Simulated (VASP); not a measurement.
Wanted: the native input for a VASP 6.6.1 run.

```yaml
Task: relaxation of the atoms
Functional: PBE
Potentials_or_basis: VASP PAW PBE potentials, release 64 (Al, H)
Cutoff: 520 eV
k_mesh: 9 × 9 × 1
Occupations: gaussian, width 0.1 eV
Spin: no spin polarisation
Dipole_correction: yes
Atoms_held_fixed_from_0: "[0, 1, 2, 3]"
Further_INCAR_settings: ALGO = Normal; EDIFF = 1e-07; IBRION = 2; EDIFFG = -0.025; NSW = 36
```

The structure of Al3H lies in POSCAR:

```
Al3H
1.0
    2.8567582918      0.0000000000      0.0000000000
   -1.4283791459      2.4740252532      0.0000000000
    0.0000000000      0.0000000000     20.1013782055
Al H
3 1
Selective dynamics
Direct
    0.6666666667      0.3333333333      0.1989913308  F F F
    0.3333333333      0.6666666667      0.3134471548  F F F
    0.0000000000      0.0000000000      0.4278999240  F F F
    0.3333333333      0.6666666667      0.3961905355  F F T
```

These files were run (other wordings do the same):

INCAR

```
PREC = Accurate ; ENCUT = 520
EDIFF = 1E-7 ; ISMEAR = 0
SIGMA = 0.1 ; LREAL = False
LASPH = True ; NELM = 100
ALGO = Normal ; ISIF = 2
LWAVE = False ; LCHARG = False
LDIPOL = True ; IDIPOL = 3
DIPOL = 0.5 0.5 0.334 ; GGA = PE
IBRION = 2 ; NSW = 36
EDIFFG = -0.025
```

KPOINTS

```
regular mesh
0
Gamma
  9 9 1
```

Potentials or basis: VASP PAW PBE potentials, release 64 (Al, H).

Command:

```bash
$ cat potpaw_PBE.64/Al/POTCAR potpaw_PBE.64/H/POTCAR > POTCAR
$ mpirun -np 1 vasp_std > vasp.out
```

It gave:

The energy gained by relaxing is 1.1 meV/atom and the ionic steps are 3. The band gap on the k mesh is zero (band 5 reaches 0.37 eV, above the bottom of band 6 at -0.91 eV).

Run time: 43 s on 1 thread of Intel(R) Xeon(R) Platinum 8559C (Emerald Rapids) (shared host), peak memory 0.27 GiB.
